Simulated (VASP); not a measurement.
Wanted: the native input for a VASP 6.6.1 run.

```
Task                   : single point
Functional             : PBEsol
Potentials or basis    : VASP PAW PBE potentials, release 64 (In_d)
Cutoff                 : 520 eV
k mesh                 : 10 × 10 × 10
Occupations            : fermi-dirac, width 0.05 eV
Spin                   : no spin polarisation
Dipole correction      : no
Further INCAR settings : ALGO = Normal; EDIFF = 1e-06; NBANDS = 12
```

The structure of In lies in POSCAR:

```
In
1.0
   -1.6794553749      1.6794553749      1.6794553749
    1.6794553749     -1.6794553749      1.6794553749
    1.6794553749      1.6794553749     -1.6794553749
In
1
Direct
    0.0000000000      0.0000000000      0.0000000000
```

These files were run (other wordings do the same):

INCAR

```
ALGO     = Normal         # electronic algorithm
EDIFF    = 1E-6           # SCF threshold, eV
ENCUT    = 520            # plane-wave cutoff, eV
GGA      = PS             # functional
ISIF     = 2              # what is computed and relaxed
ISMEAR   = -1             # smearing method
LASPH    = T              # aspherical terms in the spheres
LCHARG   = T              # write CHGCAR
LELF     = T              # ELF
LREAL    = F              # projectors in reciprocal space
LVHAR    = T            
LWAVE    = F              # write WAVECAR
NBANDS   = 12             # bands
NELM     = 80             # most SCF steps
PREC     = Accurate       # precision mode
SIGMA    = 0.05           # smearing width, eV
```

KPOINTS

```
k-points
0
Gamma
  10 10 10
```

Potentials or basis: VASP PAW PBE potentials, release 64 (In_d).

Launch:

```sh
$ cat potpaw_PBE.64/In_d/POTCAR > POTCAR
$ mpirun -np 1 vasp_std > vasp.out
```

Results of the run:

```
Pressure : 30.0 GPa
```

Caveat: the PAW data sets were made with another functional, which shifts forces and pressure a little.

Wall time 6.3 s on 1 thread of AMD EPYC 9R45 96-Core Processor (Zen 5), with other jobs on the host, peak memory 0.11 GiB.
